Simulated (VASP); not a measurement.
# MoS2 in VASP: single point with PBE

Aim: the single point of MoS2 with PBE.

Program: VASP 6.6.1. These are calculated values, not measurements. Logs are shortened: lines on timing, memory, paths and dates and some standing lists are left out, and cuts for length are marked.

## Step 1: The cell of the first run

The cell holds a wire or tube with vacuum around it, 21 atoms: a = 18.600 Å, b = 12.500 Å, c = 5.555 Å, α = 90.00°, β = 90.00°, γ = 90.00°.

## Step 2: Single point, PBE

INCAR

```
SYSTEM = MoS2
ALGO = Normal ; EDIFF = 1E-6
ENCUT = 520 ; GGA = PE
ISIF = 2 ; ISMEAR = 0
LASPH = .TRUE. ; LCHARG = .FALSE.
LREAL = Auto ; LWAVE = .FALSE.
NBANDS = 107 ; NELM = 60
PREC = Accurate ; SIGMA = 0.05
```

KPOINTS

```
k-points
0
G
  1 1 10
  0 0 0
```

POSCAR

```
MoS2
1.0
   18.6000000000      0.0000000000      0.0000000000
    0.0000000000     12.5000000000      0.0000000000
    0.0000000000      0.0000000000      5.5545119367
Mo S
7 14
Direct
    0.7410879475      0.5000000000      0.3333333333
    0.5975405922      0.5000000000      0.3333333333
    0.6622536468      0.5000000000      0.8333333333
    0.4024594078      0.5000000000      0.3333333333
    0.5000000000      0.5000000000      0.8333333333
    0.2589120525      0.5000000000      0.3333333333
    0.3377463532      0.5000000000      0.8333333333
    0.6758801308      0.6340671338      0.1499628663
    0.7846260213      0.5842432156      0.6494272731
    0.5000000000      0.6172212067      0.1772572991
    0.5865673226      0.6273407391      0.6668823082
    0.3241198692      0.6340671338      0.1499628663
    0.4134326774      0.6273407391      0.6668823082
    0.2153739787      0.5842432156      0.6494272731
    0.7846260213      0.4157567844      0.0172393936
    0.5865673226      0.3726592609     -0.0002156416
    0.6758801308      0.3659328662      0.5167038003
    0.4134326774      0.3726592609      0.9997843584
    0.5000000000      0.3827787933      0.4894093676
    0.2153739787      0.4157567844      1.0172393936
    0.3241198692      0.3659328662      0.5167038003
```

Potentials or basis: VASP PAW PBE potentials, release 64 (Mo_sv, S).

The run is started by

```
$ cat potpaw_PBE.64/Mo_sv/POTCAR potpaw_PBE.64/S/POTCAR > POTCAR
$ mpirun -np 1 vasp_std > vasp.out
```

OUTCAR:

```text
SYSTEM = MoS2
   EDIFF = 1E-6
   ENCUT = 520
   GGA = PE
   ISIF = 2
   ISMEAR = 0
   LASPH = .TRUE.
   LREAL = Auto
   NELM = 60
   PREC = Accurate

 ion  position               nearest neighbor table
   1  0.741  0.500  0.333-  15 2.20   9 2.20   8 2.31  17 2.31   2 2.67   3 3.14   3 3.14
   2  0.598  0.500  0.333-   8 2.44  17 2.44  16 2.45  11 2.45  10 2.49  19 2.49   1 2.67   3 3.03
                             3 3.03   5 3.32   5 3.32
   3  0.662  0.500  0.833-  11 2.32  16 2.32  17 2.44   8 2.44   9 2.71  15 2.71   5 3.02   2 3.03
                             2 3.03   1 3.14   1 3.14
   4  0.402  0.500  0.333-  12 2.44  21 2.44  18 2.45  13 2.45  10 2.49  19 2.49   6 2.67   7 3.03
                             7 3.03   5 3.32   5 3.32
   5  0.500  0.500  0.833-  19 2.41  10 2.41  13 2.45  11 2.45  18 2.45  16 2.45   3 3.02   7 3.02
                             4 3.32   2 3.32   2 3.32   4 3.32
   6  0.259  0.500  0.333-  20 2.20  14 2.20  12 2.31  21 2.31   4 2.67   7 3.14   7 3.14
   7  0.338  0.500  0.833-  13 2.32  18 2.32  21 2.44  12 2.44  14 2.71  20 2.71   5 3.02   4 3.03
                             4 3.03   6 3.14   6 3.14
   8  0.676  0.634  0.150-   1 2.31   3 2.44   2 2.44
   9  0.785  0.584  0.649-   1 2.20   3 2.71
  10  0.500  0.617  0.177-   5 2.41   4 2.49   2 2.49
  11  0.587  0.627  0.667-   3 2.32   5 2.45   2 2.45
  12  0.324  0.634  0.150-   6 2.31   7 2.44   4 2.44
  13  0.413  0.627  0.667-   7 2.32   5 2.45   4 2.45
  14  0.215  0.584  0.649-   6 2.20   7 2.71
  15  0.785  0.416  0.017-   1 2.20   3 2.71
  16  0.587  0.373  1.000-   3 2.32   5 2.45   2 2.45
  17  0.676  0.366  0.517-   1 2.31   3 2.44   2 2.44
  18  0.413  0.373  1.000-   7 2.32   5 2.45   4 2.45
  19  0.500  0.383  0.489-   5 2.41   4 2.49   2 2.49
  20  0.215  0.416  0.017-   6 2.20   7 2.71
  21  0.324  0.366  0.517-   6 2.31   7 2.44   4 2.44

  LATTYP: Found a simple orthorhombic cell.
 ALAT       =     5.5545119367
 B/A-ratio  =     2.2504227450
 C/A-ratio  =     3.3486290446

  Lattice vectors:

 A1 = (   0.0000000000,   0.0000000000,  -5.5545119367)
 A2 = (   0.0000000000,  12.5000000000,   0.0000000000)
 A3 = (  18.6000000000,   0.0000000000,   0.0000000000)

Analysis of symmetry for initial positions (statically):
=====================================================================
 Subroutine PRICEL returns:
 Original cell was already a primitive cell.

 Routine SETGRP: Setting up the symmetry group for a
 simple orthorhombic supercell.

 Subroutine GETGRP returns: Found  4 space group operations
 (whereof  2 operations were pure point group operations)
 out of a pool of  8 trial point group operations.

The static configuration has the point symmetry C_1h.
 The point group associated with its full space group is C_2h.

Analysis of symmetry for dynamics (positions and initial velocities):
=====================================================================
 Subroutine PRICEL returns:
 Original cell was already a primitive cell.

 Routine SETGRP: Setting up the symmetry group for a
 simple orthorhombic supercell.

 Subroutine GETGRP returns: Found  4 space group operations
 (whereof  2 operations were pure point group operations)
 out of a pool of  8 trial point group operations.

The dynamic configuration has the point symmetry C_1h.
 The point group associated with its full space group is C_2h.

 Subroutine INISYM returns: Found  4 space group operations
 (whereof  2 operations are pure point group operations),
 and found     1 'primitive' translations

----------------------------------------------------------------------------------------

                                     Primitive cell

  volume of cell :    1291.4240

  direct lattice vectors                    reciprocal lattice vectors
    18.600000000  0.000000000  0.000000000     0.053763441  0.000000000  0.000000000
     0.000000000 12.500000000  0.000000000     0.000000000  0.080000000  0.000000000
     0.000000000  0.000000000  5.554511937     0.000000000  0.000000000  0.180033820

  length of vectors
    18.600000000 12.500000000  5.554511937     0.053763441  0.080000000  0.180033820

  position of ions in fractional coordinates (direct lattice)
     0.741087947  0.500000000  0.333333333
     0.597540592  0.500000000  0.333333333
     0.662253647  0.500000000  0.833333333
     0.402459408  0.500000000  0.333333333
     0.500000000  0.500000000  0.833333333
     0.258912053  0.500000000  0.333333333
[... 13 lines left out ...]
     0.215373979  0.415756784  0.017239394
     0.324119869  0.365932866  0.516703800

  ion indices of the primitive-cell ions
   primitive index   ion index
                 1           1
                 2           2
                 3           3
                 4           4
                 5           5
                 6           6
[... 13 lines left out ...]
                20          20
                21          21

----------------------------------------------------------------------------------------

 KPOINTS: k-points

Automatic generation of k-mesh.
 Grid dimensions read from file:
 generate k-points for:    1    1   10

 Generating k-lattice:

  Cartesian coordinates                     Fractional coordinates (reciprocal lattice)
     0.053763441  0.000000000  0.000000000     1.000000000  0.000000000  0.000000000
     0.000000000  0.080000000  0.000000000     0.000000000  1.000000000  0.000000000
     0.000000000  0.000000000  0.018003382     0.000000000  0.000000000  0.100000000

  Length of vectors
     0.053763441  0.080000000  0.018003382

  Shift w.r.t. Gamma in fractional coordinates (k-lattice)
     0.000000000  0.000000000  0.000000000

 Subroutine IBZKPT returns following result:
 ===========================================

 Found      6 irreducible k-points:

 Following reciprocal coordinates:
            Coordinates               Weight
  0.000000  0.000000  0.000000      1.000000
  0.000000  0.000000  0.100000      2.000000
  0.000000  0.000000  0.200000      2.000000
  0.000000  0.000000  0.300000      2.000000
  0.000000  0.000000  0.400000      2.000000
  0.000000  0.000000  0.500000      1.000000
   k-points           NKPTS =      6   k-points in BZ     NKDIM =      6   number of bands    NBANDS=    107
   number of dos      NEDOS =    301   number of ions     NIONS =     21
   total plane-waves  NPLWV = 564480
   dimension x,y,z NGX =   140 NGY =   96 NGZ =   42
   dimension x,y,z NGXF=   280 NGYF=  192 NGZF=   84
   ions per type =               7  14
   NGX,Y,Z   is equivalent  to a cutoff of  12.51, 12.77, 12.57 a.u.
   NGXF,Y,Z  is equivalent  to a cutoff of  25.03, 25.54, 25.14 a.u.
 SYSTEM =  MoS2
   PREC   = accura    normal or accurate (medium, high low for compatibility)
   ISTART =      0    job   : 0-new  1-cont  2-samecut
   ICHARG =      2    charge: 1-file 2-atom 10-const
   ISPIN  =      1    spin polarized calculation?
   LNONCOLLINEAR =      F non collinear calculations
   LSORBIT =      F    spin-orbit coupling
   LASPH  =      T    aspherical Exc in radial PAW
   ENCUT  =  520.0 eV  38.22 Ry    6.18 a.u.  34.58 23.24 10.33*2*pi/ulx,y,z
   NELM   =     60;   NELMIN=  2; NELMDL= -5     # of ELM steps
   EDIFF  = 0.1E-05   stopping-criterion for ELM
   LREAL  =      T    real-space projection
   EDIFFG = 0.1E-04   stopping-criterion for IOM
   NSW    =      0    number of steps for IOM
   IBRION =     -1    ionic relax: 0-MD 1-quasi-New 2-CG
   NFREE  =      0    steps in history (QN), initial steepest desc. (CG)
   ISIF   =      2    stress and relaxation
   ISYM   =      2    0-nonsym 1-usesym 2-fastsym
   POTIM  = 0.5000    time-step for ionic-motion
   TEBEG  =    0.0;   TEEND  =   0.0 temperature during run
   PSTRESS=    0.0 pullay stress
   NELECT =     182.0000    total number of electrons
   NUPDOWN=      -1.0000    fix difference up-down
   EMIN   =  10.00;   EMAX   =-10.00  energy-range for DOS
   EFERMI =   0.00;   METHOD = LEGACY
   ISMEAR =     0;   SIGMA  =   0.05  broadening in eV -4-tet -1-fermi 0-gaus
   EFERMI_NEDOS =   21; number of points for ismear=-14 and -15
   IALGO  =     38    algorithm
   IMIX   =      4    mixing-type and parameters
     AMIX     =   0.40;   BMIX     =  1.00
     AMIX_MAG =   1.60;   BMIX_MAG =  1.00
  volume/ion in A,a.u.               =      61.50       415.00
  Fermi-wavevector in a.u.,A,eV,Ry     =   0.851940  1.609933  9.875132  0.725802
  Thomas-Fermi vector in A             =   1.968151
   LORBIT       =      0    0 simple, 1 ext, 2 COOP (PROOUT), +10 PAW based schemes
   GGA     = PE    functional components
   LHFCALC =     F    Hartree Fock is set to
   AEXX    =    0.0000 exact exchange contribution
   IVDW    =     0    specifies the selected vdW correction
   LEPSILON=     F    determine dielectric tensor
   LRPA    =     F    only Hartree local field effects (RPA)
 non-spin polarized calculation
 Gauss-broadening in eV      SIGMA  =   0.05
  energy-cutoff  :      520.00
  volume of cell :     1291.42
 maximum number of plane-waves:     34799
 NGX is ok and might be reduce to   140
   NGX = 69   NGY = 47   NGZ = 21

 number of electron     181.9999991 magnetization

 Free energy of the ion-electron system (eV)
  ---------------------------------------------------
  ext. energy  EPLUGINS =         0.00000000
  ---------------------------------------------------
  free energy    TOTEN  =      -146.90238915 eV

  energy without entropy =     -146.90206186  energy(sigma->0) =     -146.90222550

 E-fermi :  -1.4793     XC(G=0):  -4.1262

 val. band max:       -1.5647533385   @ k =   0.0000   0.0000   0.0000
 cond. band min:      -1.3782335206   @ k =   0.0000   0.0000   0.1000
 fundamental gap:      0.1865198179
 Fermi energy:        -1.4792796331

 k-point     1 :       0.0000    0.0000    0.0000
  band No.  band energies     occupation
      1     -63.3045      2.00000
      2     -63.0388      2.00000
      3     -63.0383      2.00000
      4     -63.0066      2.00000
      5     -63.0065      2.00000
      6     -62.8279      2.00000
[... 625 lines left out ...]
    102       0.1670      0.00000
    103       0.2358      0.00000
 [bands above 103 left out]

------------------------ aborting loop because EDIFF is reached ----------------------------------------

  FORCE on cell =-STRESS in cart. coord.  units (eV):
  Direction    XX          YY          ZZ          XY          YZ          ZX
  --------------------------------------------------------------------------------------
  -------------------------------------------------------------------------------------
  Total       -0.0140315     -0.3893409     -0.3177356      0.0000000      0.0230757      0.0000000
  in kB       -0.0174079     -0.4830273     -0.3941918      0.0000000      0.0286284      0.0000000
  external PRESSURE =      -0.2982090 kB  Pullay stress =       0.0000000 kB

 VOLUME and BASIS-vectors are now :
 -----------------------------------------------------------------------------
  energy-cutoff  :      520.00
  volume of cell :     1291.42
      direct lattice vectors                 reciprocal lattice vectors
    18.600000000  0.000000000  0.000000000     0.053763441  0.000000000  0.000000000
     0.000000000 12.500000000  0.000000000     0.000000000  0.080000000  0.000000000
     0.000000000  0.000000000  5.554511937     0.000000000  0.000000000  0.180033820

 POSITION                                       TOTAL-FORCE (eV/Angst)
 -----------------------------------------------------------------------------------
     13.78424      6.25000      1.85150         0.019019     -0.000000     -0.000000
     11.11426      6.25000      1.85150        -0.003627      0.000000     -0.000000
     12.31792      6.25000      4.62876         0.009572      0.000000     -0.000000
      7.48574      6.25000      1.85150         0.003627      0.000000     -0.000000
      9.30000      6.25000      4.62876         0.000000      0.000000     -0.000000
      4.81576      6.25000      1.85150        -0.019019     -0.000000     -0.000000
[... 13 lines left out ...]
      4.00596      5.19696      0.09576         0.009582      0.006940      0.010945
      6.02863      4.57416      2.87004        -0.006674      0.013414     -0.001693
 -----------------------------------------------------------------------------------
    total drift:                                0.000000      0.000000     -0.000001

  FREE ENERGIE OF THE ION-ELECTRON SYSTEM (eV)
  ---------------------------------------------------
  free  energy   TOTEN  =      -146.9023891477 eV

  energy  without entropy=     -146.9020618600  energy(sigma->0) =     -146.90222550
```

It took 56 min on 1 thread of Oxide Virtual Turin-like, shared host; peak memory 1.3 GiB.

What came out:

- Free energy: -146.9024 eV
- Largest force: 0.022 eV/Å
- Band gap on the k mesh: 0.19 eV (least direct gap 0.24 eV)

Forces in eV/Å, atoms in the order of the input:
```
Mo   0.019  0.000  0.000
Mo  -0.004  0.000  0.000
Mo   0.010  0.000  0.000
Mo   0.004  0.000  0.000
Mo   0.000  0.000  0.000
Mo  -0.019  0.000  0.000
Mo  -0.010  0.000  0.000
S    0.007 -0.013  0.002
S   -0.010 -0.007 -0.011
S    0.000 -0.008 -0.001
S    0.011 -0.017  0.010
S   -0.007 -0.013  0.002
S   -0.011 -0.017  0.010
S    0.010 -0.007 -0.011
S   -0.010  0.007  0.011
S    0.011  0.017 -0.010
S    0.007  0.013 -0.002
S   -0.011  0.017 -0.010
S    0.000  0.008  0.001
S    0.010  0.007  0.011
S   -0.007  0.013 -0.002
```

Caveat: semilocal functionals underestimate gaps, and a narrow one can read as zero.
